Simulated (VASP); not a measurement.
Wanted: the native input for a VASP 6.6.1 run.

```yaml
Task: electric field gradients
Functional: LDA
Potentials_or_basis: VASP PAW LDA potentials, release 64 (Cu, Au)
Cutoff: 520 eV
k_mesh: 9 × 9 × 9
Occupations: fermi-dirac, width 0.05 eV
Spin: no spin polarisation
Dipole_correction: no
Further_INCAR_settings: ALGO = Normal; EDIFF = 1e-08; NBANDS = 30
```

The structure of CuAu3 lies in POSCAR:

```
CuAu3
1.0
    3.9262096223      0.0000000000      0.0000000000
    0.0000000000      3.9262096223      0.0000000000
    0.0000000000      0.0000000000      3.9262096223
Cu Au
1 3
Direct
    0.0000000000      0.0000000000      0.0000000000
    0.0000000000      0.5000000000      0.5000000000
    0.5000000000      0.0000000000      0.5000000000
    0.5000000000      0.5000000000      0.0000000000
```

One way to write it, as run:

INCAR

```
SYSTEM = CuAu3
PREC = Accurate
ENCUT = 520
EDIFF = 1E-8
ISMEAR = -1
SIGMA = 0.05
LREAL = .False.
LASPH = .True.
NELM = 60
ALGO = Normal
ISIF = 2
LWAVE = .False.
LCHARG = .False.
LEFG = .True.
NBANDS = 30
```

KPOINTS

```
Automatic mesh
0
Gamma
  9 9 9
  0 0 0
```

Potentials or basis: VASP PAW LDA potentials, release 64 (Cu, Au).

Run with:

```console
$ cat potpaw_LDA.64/Cu/POTCAR potpaw_LDA.64/Au/POTCAR > POTCAR
$ mpirun -np 1 vasp_std > vasp.out
```

It gave:

- Pressure: 2.3 GPa
- Band gap on the k mesh: zero (bands 22 and 23 overlap by 1.64 eV)
- Largest electric field gradient by atom: Cu -0.0; Au -83.7 V/Å²

Caveat: without QUAD_EFG the Cq values of the log hold for a quadrupole moment of 1 mb, not for the nuclei; spin-orbit coupling is left out, which moves the levels of the heavy elements.

It took 38 s on 1 thread of AMD EPYC 9R45 96-Core Processor (Zen 5), with other jobs on the host, peak memory 0.16 GiB.
